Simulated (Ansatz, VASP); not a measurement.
**Two plane-wave programs on BeBr3**

```
Be Br
1.0
    -1.95966    1.95966    7.52427
     1.95966   -1.95966    7.52427
     1.95966    1.95966   -7.52427
Be Br
1 3
Cartesian
  0.0000 0.0000 0.0000
  0.0000 0.0000 7.5243
  1.9597 0.0000 3.7621
  0.0000 1.9597 3.7621
```

Alike in both runs: functional PBE; k mesh 14 × 14 × 14; occupations gaussian, width 0.1 eV; no spin polarisation.

Ansatz relaxed the structure, and its values are those at the end. VASP's run is a single point on that final structure, the one shown.

```csv
,VASP,Ansatz
version,VASP 6.6.1,Ansatz 0.2.0
potentials or method,"VASP PAW PBE potentials, release 64 (Be, Br), cutoff 520 eV","scalar-relativistic, plane waves, PAW"
valence electrons in the cell,23,23
```

|  | VASP | Ansatz | Ansatz less VASP |
| --- | --- | --- | --- |
| gap on the k mesh at the Fermi level (eV) | none | none | - |
| pressure (GPa) | 0.0 | 0.0 | -0.01 |

A gap of «none» marks a metal or a gap that the smearing closes.
